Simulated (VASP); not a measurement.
# Si: relaxation of the atoms with PBE

The system is Si.

```
Si
1.0
     0.00000    2.73511    2.74878
     2.73511    0.00000    2.74878
     2.73511    2.73511    0.00000
Si
2
Direct
  0.00000 0.00000 0.00000
  0.25000 0.25000 0.25000
```

* Program: VASP 6.6.1
* Task: relaxation of the atoms
* Functional: PBE
* Potentials or basis: VASP PAW PBE potentials, release 64 (Si)
* Cutoff: 520 eV
* k mesh: 10 × 10 × 10
* Occupations: gaussian, width 0.01 eV
* Spin: no spin polarisation
* Dipole correction: no
* Further INCAR settings: ALGO = Normal; EDIFF = 1e-07; IBRION = 2; EDIFFG = -0.0005; NSW = 80

```yaml
Pressure_after_relaxing: -0.5 GPa
Band_gap_on_the_k_mesh: 0.60 eV (least direct gap 2.54 eV)
```

Stress tensor (GPa, compression positive):
```
-0.36  0.00  0.00
 0.00 -0.36  0.00
 0.00  0.00 -0.84
```

Final structure:
```
CELL_PARAMETERS angstrom
0.00000 2.73511 2.74878
2.73511 0.00000 2.74878
2.73511 2.73511 0.00000
ATOMIC_POSITIONS crystal
Si 0.00000 0.00000 0.00000
Si 0.25000 0.25000 0.25000
```

Levels at points of the mesh, in eV from the valence-band top:
```tsv
k point	band 1	band 2	band 3	band 4	band 5	band 6	band 7	band 8
(0.00, 0.00, 0.00)	-11.79	-0.03	0.00	0.00	2.54	2.54	2.56	3.06
(0.50, 0.00, 0.00)	-9.52	-6.85	-1.21	-1.16	1.43	3.32	3.36	7.68
(0.50, 0.50, 0.00)	-7.76	-7.76	-2.77	-2.77	0.78	0.78	9.88	9.88
(0.50, 0.00, 0.50)	-7.73	-7.73	-2.80	-2.80	0.74	0.74	9.87	9.87
```

Wall time 36 s on 1 thread of Oxide Virtual Turin-like Processor, on a shared host, peak memory 0.13 GiB.

Caveat: semilocal functionals underestimate gaps, and a narrow one can read as zero. A k mesh can miss the band edges.
